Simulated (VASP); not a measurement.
# PbS (C2/m) in VASP: further runs, part 2 of 2

VASP 6.6.1. The steps go on from the part before.

### Step 5. Single point, PBE+D3(BJ)

This run uses another cell than the first one, of the same volume but with other edges.

INCAR

```
ALGO     = Normal         # electronic algorithm
EDIFF    = 1E-7           # SCF threshold, eV
ENCUT    = 520            # plane-wave cutoff, eV
GGA      = PE             # functional
ISIF     = 2              # what is computed and relaxed
ISMEAR   = 0              # smearing method
IVDW     = 12             # dispersion correction
LASPH    = T              # aspherical terms in the spheres
LCHARG   = F              # write CHGCAR
LREAL    = F              # projectors in reciprocal space
LWAVE    = F              # write WAVECAR
NBANDS   = 50             # bands
NELM     = 80             # most SCF steps
PREC     = Accurate       # precision mode
SIGMA    = 0.03           # smearing width, eV
```

KPOINTS

```
k-points
0
Gamma
  8 8 3
```

POSCAR

```
PbS
1.0
   -2.9671314639     -2.9671314639      0.0000000000
    2.9671314639     -2.9671314639      0.0000000000
   -0.4943241019      0.0000000000     11.8685258554
Pb S
4 4
Direct
    0.4895875000      0.5104125000      0.1250000000
   -0.0312375000      0.0312375000      0.3750000000
    0.4479375000      0.5520625000      0.6250000000
   -0.0728875000      0.0728875000      0.8750000000
   -0.0104125000      0.0104125000      0.1250000000
    0.4687625000      0.5312375000      0.3750000000
   -0.0520625000      0.0520625000      0.6250000000
    0.4271125000      0.5728875000      0.8750000000
```

Potentials or basis: VASP PAW PBE potentials, release 64 (Pb_d, S).

Started as:

```sh
$ cat potpaw_PBE.64/Pb_d/POTCAR potpaw_PBE.64/S/POTCAR > POTCAR
$ mpirun -np 1 vasp_std > vasp.out
```

OUTCAR:

```text
EDIFF = 1E-7
   ENCUT = 520
   GGA = PE
   ISIF = 2
   ISMEAR = 0
   IVDW = 12
   LASPH = T
   LREAL = F
   NELM = 80
   PREC = Accurate
 IVDW          = 12

 ion  position               nearest neighbor table
   1  0.490  0.510  0.125-   6 2.97   5 2.97   5 2.97   5 2.97   5 2.97   8 3.01   4 3.86
   2  0.969  0.031  0.375-   5 2.97   7 2.97   6 2.97   6 2.97   6 2.97   6 2.97
   3  0.448  0.552  0.625-   6 2.97   8 2.97   7 2.97   7 2.97   7 2.97   7 2.97
   4  0.927  0.073  0.875-   7 2.97   8 2.97   8 2.97   8 2.97   8 2.97   5 3.01   1 3.86
[... 1496 lines left out ...]
  Total      -0.11004    -0.27964    -0.40044     0.00000     0.00000     0.96382
  in kB      -0.84366    -2.14391    -3.07004     0.00000     0.00000     7.38938
  external pressure =       -2.02 kB  Pullay stress =        0.00 kB

 VOLUME and BASIS-vectors are now :
 -----------------------------------------------------------------------------
  energy-cutoff  :      520.00
  volume of cell :      208.98
      direct lattice vectors                 reciprocal lattice vectors
    -2.967131464 -2.967131464  0.000000000    -0.168512924 -0.168512924 -0.007018563
     2.967131464 -2.967131464  0.000000000     0.168512924 -0.168512924  0.007018563
    -0.494324102  0.000000000 11.868525855     0.000000000  0.000000000  0.084256462

 POSITION                                       TOTAL-FORCE (eV/Angst)
 -----------------------------------------------------------------------------------
     -0.00000     -2.96713      1.48357         0.138682      0.000000      0.051154
     -2.96713     -2.96713      4.45070         0.007208      0.000000     -0.052225
     -0.00000     -2.96713      7.41783        -0.007208      0.000000      0.052225
     -2.96713     -2.96713     10.38496        -0.138682      0.000000     -0.051154
     -2.96713     -2.96713      1.48357         0.086289      0.000000      0.058046
     -0.00000     -2.96713      4.45070         0.018244      0.000000     -0.058950
     -2.96713     -2.96713      7.41783        -0.018244      0.000000      0.058950
     -0.00000     -2.96713     10.38496        -0.086289      0.000000     -0.058046
 -----------------------------------------------------------------------------------
    total drift:                                0.000043      0.000000      0.000014

  FREE ENERGIE OF THE ION-ELECTRON SYSTEM (eV)
  ---------------------------------------------------
  free  energy   TOTEN  =       -37.7337131886 eV

  energy  without entropy=      -37.7337131886  energy(sigma->0) =      -37.73371319
```

OSZICAR:

```text
N       E                     dE             d eps       ncg     rms          rms(c)
DAV:   1     0.948563768358E+03    0.94856E+03   -0.36470E+04  5700   0.174E+03
DAV:   2     0.101748194973E+03   -0.84682E+03   -0.81822E+03  5792   0.474E+02
DAV:   3    -0.274955839979E+02   -0.12924E+03   -0.12225E+03  7330   0.208E+02
DAV:   4    -0.365323137550E+02   -0.90367E+01   -0.89060E+01  7088   0.532E+01
DAV:   5    -0.369080997574E+02   -0.37579E+00   -0.37472E+00  7438   0.106E+01    0.955E+00
DAV:   6    -0.349144405563E+02    0.19937E+01   -0.43432E+00  7902   0.106E+01    0.613E+00
DAV:   7    -0.349518010680E+02   -0.37361E-01   -0.10950E+00  7712   0.334E+00    0.349E+00
DAV:   8    -0.349678939437E+02   -0.16093E-01   -0.14847E-01  7642   0.292E+00    0.111E+00
DAV:   9    -0.349579418569E+02    0.99521E-02   -0.26768E-02  7922   0.124E+00    0.279E-01
DAV:  10    -0.349588396525E+02   -0.89780E-03   -0.43210E-03  7624   0.285E-01    0.171E-01
DAV:  11    -0.349589593569E+02   -0.11970E-03   -0.30321E-04  7394   0.138E-01    0.176E-02
DAV:  12    -0.349589614067E+02   -0.20498E-05   -0.17658E-05  7484   0.240E-02    0.152E-02
DAV:  13    -0.349589609440E+02    0.46277E-06   -0.72541E-06  7626   0.208E-02    0.533E-03
DAV:  14    -0.349589608753E+02    0.68640E-07   -0.76852E-07  6006   0.575E-03
   1 F= -.37733713E+02 E0= -.37733713E+02  d E =-.133757E-12
```

stdout:

```text
POSCAR found type information on POSCAR PbS
 POSCAR found :  2 types and       8 ions
 scaLAPACK will be used
 LDA part: xc-table for (Slater+PW92), standard interpolation
 POSCAR, INCAR and KPOINTS ok, starting setup
 FFT: planning ... GRIDC
 FFT: planning ... GRID_SOFT
 FFT: planning ... GRID
 WAVECAR not read
 entering main loop
```

It took 7.3 min on 1 thread of Intel Xeon Platinum 8259CL at 2.50GHz (Skylake/Cascade Lake), shared host; peak memory 0.58 GiB.

Results:

```
Free energy                : -37.7337 eV
Pressure                   : -0.2 GPa
Largest force              : 0.148 eV/Å
Band gap on the k mesh     : 0.29 eV
Dispersion energy per atom : -0.347 eV
```

Forces on the atoms (eV/Å):
```
Pb   0.139  0.000  0.051
Pb   0.007  0.000 -0.052
Pb  -0.007  0.000  0.052
Pb  -0.139  0.000 -0.051
S    0.086  0.000  0.058
S    0.018  0.000 -0.059
S   -0.018  0.000  0.059
S   -0.086  0.000 -0.058
```

Caveat: spin-orbit coupling is left out, which moves the levels of the heavy elements; an odd mesh through Γ misses points on the zone boundary, where band edges can lie.

### Step 6. Summary

```tsv
cell	gap on the mesh (eV)	pressure (GPa)	largest force (eV/Å)
a = 4.196, b = 4.196, c = 12.123 Å, angles 98.3, 81.7, 90.0°, 8 atoms	0.39	-0.5	1.50
a = 4.196, b = 4.196, c = 11.910 Å, angles 93.4, 86.6, 90.0°, 8 atoms	0.52	-0.5	0.33
a = 4.196, b = 4.196, c = 11.961 Å, angles 95.0, 85.0, 90.0°, 8 atoms	0.65	-0.8	0.57
a = 4.196, b = 4.196, c = 11.879 Å, angles 91.7, 88.3, 90.0°, 8 atoms	0.29	-0.2	0.15
```

Alike in all rows: task single point; level PBE+D3(BJ); potentials or basis VASP PAW PBE potentials, release 64 (Pb_d, S); no spin polarisation; k mesh 8 × 8 × 3; cutoff (eV) 520; smearing gaussian 0.03 eV.

Caveats: spin-orbit coupling is left out, which moves the levels of the heavy elements; an odd mesh through Γ misses points on the zone boundary, where band edges can lie; forces of over 1 eV/Å act on the atoms, so gaps and moduli don't describe the material at rest (at least some runs).

Absolute energies hang on the potentials; compare differences alone.
